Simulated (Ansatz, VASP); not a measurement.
## Two plane-wave programs on Pt

```
Pt
1.0
     1.98506   -1.98506    0.00000
     1.98506    0.00000   -1.98506
     7.76702    7.76702    7.76702
Pt
6
Direct
  0.66667 0.66667 0.08517
  0.00000 0.00000 0.93709
  0.33333 0.33333 0.25556
  0.66667 0.66667 0.59632
  0.00000 0.00000 0.42594
  0.33333 0.33333 0.76671
```

Alike in both runs: task single point; functional PBE; k mesh 24 × 24 × 5; occupations gaussian, width 0.15 eV; no spin polarisation.

|  | VASP | Ansatz |
| --- | --- | --- |
| version | VASP 6.6.1 | Ansatz 0.2.0 |
| potentials or method | VASP PAW PBE potentials, release 64 (Pt), cutoff 520 eV | scalar-relativistic, plane waves, PAW |
| valence electrons in the cell | 60 | 108 |

Ansatz gave:

- gap on the k mesh at the Fermi level (eV): none
- pressure (GPa): 8.5
- traceless stress, the component that is largest in VASP (GPa): 1.47
- rms of the force components (eV/Å): 0.998

Question: What did VASP give for the same quantities?

Answer: gap on the k mesh at the Fermi level (eV): none; pressure (GPa): 8.0; traceless stress, the component that is largest in VASP (GPa): 1.46; rms of the force components (eV/Å): 0.990.

Atom by atom the forces differ by 0.007 eV/Å (rms over components). A gap of «none» marks a metal or a gap that the smearing closes. The functional is the same, so the differences come from potentials, cutoffs and numerics. VASP's potentials hold 60 valence electrons a cell and Ansatz's 108, so a difference there can come from the potentials and not from the codes.

Neither program's run includes spin-orbit coupling.
